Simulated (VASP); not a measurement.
# TaN (P6/mmm) in VASP: single point with r2SCAN

Aim: the single point of TaN with r2SCAN.

Everything below comes from runs of VASP 6.6.1. Logs are shortened: lines on timing, memory, paths and dates and some standing lists are left out, and cuts for length are marked.

### Step 1. The cell of the first run

It takes space group P6/mmm (No. 191, hexagonal). Conventional cell: a = 5.240 Å, b = 5.240 Å, c = 2.904 Å, α = 90.00°, β = 90.00°, γ = 120.00°. Within 3.5 Å of Ta (site symmetry 6/mmm) lie 6 N at 2.62 Å and 14 Ta at 2.90 to 3.36 Å. Ta (site symmetry -6m2) has 6 N at 2.10 Å and 5 Ta at 2.90 to 3.03 Å within 3.1 Å. N (site symmetry mmm) has 6 Ta at 2.10 to 2.62 Å and 6 N at 2.62 to 2.90 Å within 3.0 Å.

### Step 2. Single point, r2SCAN

The input, POSCAR:

```
TaN
1.0
    5.2398557858      0.0000000000      0.0000000000
   -2.6199278929      4.5378482226      0.0000000000
    0.0000000000      0.0000000000      2.9041810651
Ta N
3 3
Direct
    0.0000000000      0.0000000000      0.0000000000
    0.3333333333      0.6666666667      0.5000000000
    0.6666666667      0.3333333333      0.5000000000
    0.5000000000      0.0000000000      0.0000000000
    0.5000000000      0.5000000000      0.0000000000
    0.0000000000      0.5000000000      0.0000000000
```

The input, INCAR.step1:

```
SYSTEM = TaN
  PREC = Accurate
  ENCUT = 660
  ISMEAR = 0
  SIGMA = 0.1
  LREAL = .False.
  LASPH = .True.
  NELM = 120
  NBANDS = 36
  GGA = PE
  ALGO = Normal
  EDIFF = 1E-5
  LWAVE = .True.
  LCHARG = .False.
  GGA_COMPAT = .False.
```

The input, INCAR.step2:

```
SYSTEM = TaN
  PREC = Accurate
  ENCUT = 660
  EDIFF = 1E-6
  ISMEAR = 0
  SIGMA = 0.1
  LREAL = .False.
  LASPH = .True.
  NELM = 120
  ALGO = Normal
  ISIF = 2
  LWAVE = .False.
  LCHARG = .False.
  METAGGA = R2SCAN
  LMIXTAU = .True.
  NBANDS = 36
  ISTART = 1
  GGA_COMPAT = .False.
```

The input, KPOINTS:

```
Automatic mesh
0
Gamma
  9 9 12
  0 0 0
```

Potentials or basis: VASP PAW PBE potentials, release 64 (Ta_sv_GW, N).

Command:

```
$ cat potpaw_PBE.64/Ta_sv_GW/POTCAR potpaw_PBE.64/N/POTCAR > POTCAR
$ cp INCAR.step1 INCAR
$ mpirun -np 1 vasp_std > vasp.out
$ cp INCAR.step2 INCAR
$ mpirun -np 1 vasp_std > vasp.out
```

OUTCAR:

```text
SYSTEM = TaN
   PREC = Accurate
   ENCUT = 660
   EDIFF = 1E-6
   ISMEAR = 0
   LREAL = .False.
   LASPH = .True.
   NELM = 120
   ISIF = 2
   METAGGA = R2SCAN
   ISTART = 1

 ion  position               nearest neighbor table
   1  0.000  0.000  0.000-
   2  0.333  0.667  0.500-   4 2.10   4 2.10   6 2.10   6 2.10   5 2.10   5 2.10   3 3.03   3 3.03
                             3 3.03
   3  0.667  0.333  0.500-   4 2.10   4 2.10   6 2.10   6 2.10   5 2.10   5 2.10   2 3.03   2 3.03
                             2 3.03
   4  0.500  0.000  0.000-   2 2.10   3 2.10   2 2.10   3 2.10
   5  0.500  0.500  0.000-   2 2.10   3 2.10   2 2.10   3 2.10
   6  0.000  0.500  0.000-   2 2.10   3 2.10   2 2.10   3 2.10

  LATTYP: Found a hexagonal cell.
 ALAT       =     5.2398557858
 C/A-ratio  =     0.5542482816

  Lattice vectors:

 A1 = (   5.2398557858,   0.0000000000,   0.0000000000)
 A2 = (  -2.6199278929,   4.5378482226,   0.0000000000)
 A3 = (   0.0000000000,   0.0000000000,   2.9041810651)

Analysis of symmetry for initial positions (statically):
=====================================================================
 Subroutine PRICEL returns:
 Original cell was already a primitive cell.

 Routine SETGRP: Setting up the symmetry group for a
 hexagonal supercell.

 Subroutine GETGRP returns: Found 24 space group operations
 (whereof 24 operations were pure point group operations)
 out of a pool of 24 trial point group operations.

The static configuration has the point symmetry D_6h.

Analysis of symmetry for dynamics (positions and initial velocities):
=====================================================================
 Subroutine PRICEL returns:
 Original cell was already a primitive cell.

 Routine SETGRP: Setting up the symmetry group for a
 hexagonal supercell.

 Subroutine GETGRP returns: Found 24 space group operations
 (whereof 24 operations were pure point group operations)
 out of a pool of 24 trial point group operations.

The dynamic configuration has the point symmetry D_6h.

 Subroutine INISYM returns: Found 24 space group operations
 (whereof 24 operations are pure point group operations),
 and found     1 'primitive' translations

----------------------------------------------------------------------------------------

                                     Primitive cell

  volume of cell :      69.0547

  direct lattice vectors                    reciprocal lattice vectors
     5.239855786  0.000000000  0.000000000     0.190844947  0.110184382  0.000000000
    -2.619927893  4.537848223  0.000000000     0.000000000  0.220368763  0.000000000
     0.000000000  0.000000000  2.904181065     0.000000000  0.000000000  0.344331148

  length of vectors
     5.239855786  5.239855786  2.904181065     0.220368763  0.220368763  0.344331148

  position of ions in fractional coordinates (direct lattice)
     0.000000000  0.000000000  0.000000000
     0.333333333  0.666666667  0.500000000
     0.666666667  0.333333333  0.500000000
     0.500000000  0.000000000  0.000000000
     0.500000000  0.500000000  0.000000000
     1.000000000  0.500000000  0.000000000

  ion indices of the primitive-cell ions
   primitive index   ion index
                 1           1
                 2           2
                 3           3
                 4           4
                 5           5
                 6           6

----------------------------------------------------------------------------------------

 KPOINTS: Automatic mesh

Automatic generation of k-mesh.
 Grid dimensions read from file:
 generate k-points for:    9    9   12

 Generating k-lattice:

  Cartesian coordinates                     Fractional coordinates (reciprocal lattice)
     0.021204994  0.012242709  0.000000000     0.111111111 -0.000000000  0.000000000
     0.000000000  0.024485418  0.000000000     0.000000000  0.111111111  0.000000000
     0.000000000  0.000000000  0.028694262     0.000000000  0.000000000  0.083333333

  Length of vectors
     0.024485418  0.024485418  0.028694262

  Shift w.r.t. Gamma in fractional coordinates (k-lattice)
     0.000000000  0.000000000  0.000000000

 Subroutine IBZKPT returns following result:
 ===========================================

 Found     84 irreducible k-points:

 Following reciprocal coordinates:
            Coordinates               Weight
  0.000000  0.000000  0.000000      1.000000
  0.111111 -0.000000  0.000000      6.000000
  0.222222 -0.000000  0.000000      6.000000
  0.333333 -0.000000  0.000000      6.000000
  0.444444 -0.000000  0.000000      6.000000
  0.111111  0.111111  0.000000      6.000000
[... 16 lines left out ...]
  0.333333  0.222222  0.083333     24.000000
  0.333333  0.333333  0.083333      4.000000
 [... further k-points ...]
   k-points           NKPTS =     84   k-points in BZ     NKDIM =     84   number of bands    NBANDS=     36
   number of dos      NEDOS =    301   number of ions     NIONS =      6
   total plane-waves  NPLWV =  55296
   dimension x,y,z NGX =    48 NGY =   48 NGZ =   24
   dimension x,y,z NGXF=    96 NGYF=   96 NGZF=   48
   ions per type =               3   3
   NGX,Y,Z   is equivalent  to a cutoff of  15.23, 15.23, 13.74 a.u.
   NGXF,Y,Z  is equivalent  to a cutoff of  30.46, 30.46, 27.48 a.u.
 SYSTEM =  TaN
   PREC   = accura    normal or accurate (medium, high low for compatibility)
   ISTART =      1    job   : 0-new  1-cont  2-samecut
   ICHARG =      0    charge: 1-file 2-atom 10-const
   ISPIN  =      1    spin polarized calculation?
   LNONCOLLINEAR =      F non collinear calculations
   LSORBIT =      F    spin-orbit coupling
   LASPH  =      T    aspherical Exc in radial PAW
   ENCUT  =  660.0 eV  48.51 Ry    6.96 a.u.  10.98 10.98  6.08*2*pi/ulx,y,z
   NELM   =    120;   NELMIN=  2; NELMDL=  0     # of ELM steps
   EDIFF  = 0.1E-05   stopping-criterion for ELM
   LREAL  =      F    real-space projection
   EDIFFG = 0.1E-04   stopping-criterion for IOM
   NSW    =      0    number of steps for IOM
   IBRION =     -1    ionic relax: 0-MD 1-quasi-New 2-CG
   NFREE  =      0    steps in history (QN), initial steepest desc. (CG)
   ISIF   =      2    stress and relaxation
   ISYM   =      2    0-nonsym 1-usesym 2-fastsym
   POTIM  = 0.5000    time-step for ionic-motion
   TEBEG  =    0.0;   TEEND  =   0.0 temperature during run
   PSTRESS=    0.0 pullay stress
   NELECT =      54.0000    total number of electrons
   NUPDOWN=      -1.0000    fix difference up-down
   EMIN   =  10.00;   EMAX   =-10.00  energy-range for DOS
   EFERMI =   0.00;   METHOD = LEGACY
   ISMEAR =     0;   SIGMA  =   0.10  broadening in eV -4-tet -1-fermi 0-gaus
   EFERMI_NEDOS =   21; number of points for ismear=-14 and -15
   IALGO  =     38    algorithm
   IMIX   =      4    mixing-type and parameters
     AMIX     =   0.40;   BMIX     =  1.00
     AMIX_MAG =   1.60;   BMIX_MAG =  1.00
  volume/ion in A,a.u.               =      11.51        77.67
  Fermi-wavevector in a.u.,A,eV,Ry     =   1.508256  2.850191 30.951029  2.274836
  Thomas-Fermi vector in A             =   2.618734
   LORBIT       =      0    0 simple, 1 ext, 2 COOP (PROOUT), +10 PAW based schemes
   METAGGA = R2SCAN    functional components
   LHFCALC =     F    Hartree Fock is set to
   AEXX    =    0.0000 exact exchange contribution
   IVDW    =     0    specifies the selected vdW correction
   LEPSILON=     F    determine dielectric tensor
   LRPA    =     F    only Hartree local field effects (RPA)
 non-spin polarized calculation
 Gauss-broadening in eV      SIGMA  =   0.10
  energy-cutoff  :      660.00
  volume of cell :       69.05
 maximum number of plane-waves:      2682
 NGX is ok and might be reduce to    48
   NGX = 21   NGY = 21   NGZ = 13

 number of electron      53.9999999 magnetization

 Free energy of the ion-electron system (eV)
  ---------------------------------------------------
  ext. energy  EPLUGINS =         0.00000000
  ---------------------------------------------------
  free energy    TOTEN  =      -186.12240335 eV

  energy without entropy =     -186.11975135  energy(sigma->0) =     -186.12107735

 E-fermi :  12.0215     XC(G=0): -14.2197

 val. band max:       11.9921076693   @ k =   0.1111  -0.0000   0.2500
 cond. band min:      12.0280989162   @ k =   0.2222  -0.0000   0.4167
 fundamental gap:      0.0359912468
 Fermi energy:        12.0214894082

 k-point     1 :       0.0000    0.0000    0.0000
  band No.  band energies     occupation
      1     -59.5432      2.00000
      2     -59.4994      2.00000
      3     -59.0818      2.00000
      4     -25.6418      2.00000
      5     -25.6418      2.00000
      6     -25.2576      2.00000
[... 28 lines left out ...]
     35      15.2745      0.00000
     36      15.2746      0.00000

 k-point     2 :       0.1111   -0.0000    0.0000
  band No.  band energies     occupation
      1     -59.5420      2.00000
      2     -59.5006      2.00000
      3     -59.0818      2.00000
      4     -25.6502      2.00000
      5     -25.6366      2.00000
      6     -25.2528      2.00000
[... 28 lines left out ...]
     35      15.3240      0.00000
     36      15.3565      0.00000

 k-point     3 :       0.2222   -0.0000    0.0000
  band No.  band energies     occupation
      1     -59.5387      2.00000
      2     -59.5039      2.00000
      3     -59.0819      2.00000
      4     -25.6699      2.00000
      5     -25.6171      2.00000
      6     -25.2534      2.00000
[... 28 lines left out ...]
     35      15.4665      0.00000
     36      15.6516      0.00000

 k-point     4 :       0.3333   -0.0000    0.0000
  band No.  band energies     occupation
      1     -59.5338      2.00000
      2     -59.5086      2.00000
      3     -59.0821      2.00000
      4     -25.6901      2.00000
      5     -25.5793      2.00000
      6     -25.2840      2.00000
[... 28 lines left out ...]
     35      15.5256      0.00000
     36      15.6442      0.00000

 k-point     5 :       0.4444   -0.0000    0.0000
  band No.  band energies     occupation
      1     -59.5292      2.00000
      2     -59.5131      2.00000
      3     -59.0821      2.00000
      4     -25.7023      2.00000
      5     -25.5365      2.00000
      6     -25.3310      2.00000
[... 655 lines left out ...]
 k-point    22 :       0.2222    0.2222    0.0833
  band No.  band energies     occupation
      1     -59.5277      2.00000
      2     -59.5082      2.00000
      3     -59.0793      2.00000
      4     -25.6732      2.00000
      5     -25.5531      2.00000
      6     -25.3158      2.00000
[... 28 lines left out ...]
     35      15.4623      0.00000
     36      15.7674      0.00000

 k-point    23 :       0.3333    0.2222    0.0833
  band No.  band energies     occupation
      1     -59.5229      2.00000
      2     -59.5130      2.00000
      3     -59.0793      2.00000
      4     -25.6765      2.00000
      5     -25.5060      2.00000
      6     -25.3792      2.00000
[... 28 lines left out ...]
     35      15.2277      0.00000
     36      15.5668      0.00000

 k-point    24 :       0.3333    0.3333    0.0833
  band No.  band energies     occupation
      1     -59.5180      2.00000
      2     -59.5180      2.00000
      3     -59.0793      2.00000
      4     -25.6736      2.00000
      5     -25.4491      2.00000
      6     -25.4491      2.00000
[... 28 lines left out ...]
     35      15.3847      0.00000
     36      15.3847      0.00000

 [... further k-points ...]
[... 5 lines left out ...]
  --------------------------------------------------------------------------------------
  -------------------------------------------------------------------------------------
  Total        0.0413703      0.0413703      0.1031566      0.0000000     -0.0000000      0.0000000
  in kB        0.9598562      0.9598562      2.3933974      0.0000000     -0.0000000      0.0000000
  external PRESSURE =       1.4377033 kB  Pullay stress =       0.0000000 kB

 VOLUME and BASIS-vectors are now :
 -----------------------------------------------------------------------------
  energy-cutoff  :      660.00
  volume of cell :       69.05
      direct lattice vectors                 reciprocal lattice vectors
     5.239855786  0.000000000  0.000000000     0.190844947  0.110184382  0.000000000
    -2.619927893  4.537848223  0.000000000     0.000000000  0.220368763  0.000000000
     0.000000000  0.000000000  2.904181065     0.000000000  0.000000000  0.344331148

 POSITION                                       TOTAL-FORCE (eV/Angst)
 -----------------------------------------------------------------------------------
      0.00000      0.00000      0.00000        -0.000000      0.000000      0.000000
     -0.00000      3.02523      1.45209        -0.000000      0.000000      0.000000
      2.61993      1.51262      1.45209         0.000000      0.000000      0.000000
      2.61993      0.00000      0.00000        -0.000000      0.000000      0.000000
      1.30996      2.26892      0.00000        -0.000000      0.000000      0.000000
     -1.30996      2.26892      0.00000        -0.000000      0.000000      0.000000
 -----------------------------------------------------------------------------------
    total drift:                               -0.000000      0.000000     -0.000000

  FREE ENERGIE OF THE ION-ELECTRON SYSTEM (eV)
  ---------------------------------------------------
  free  energy   TOTEN  =      -186.1224033548 eV

  energy  without entropy=     -186.1197513540  energy(sigma->0) =     -186.12107735
```

Run time: 72 min. Hardware: 1 thread of AMD EPYC, shared host; peak memory 0.38 GiB.

Results:

```yaml
Free_energy: -186.1224 eV
Pressure: 0.1 GPa
Band_gap_on_the_k_mesh: zero (bands 27 and 28 overlap by 2.18 eV)
```

Caveat: the PAW data sets were made with another functional, which shifts forces and pressure a little; spin-orbit coupling is left out, which moves the levels of the heavy elements.

The gap in the log of VASP goes by the Fermi energy; the results here count the filled bands.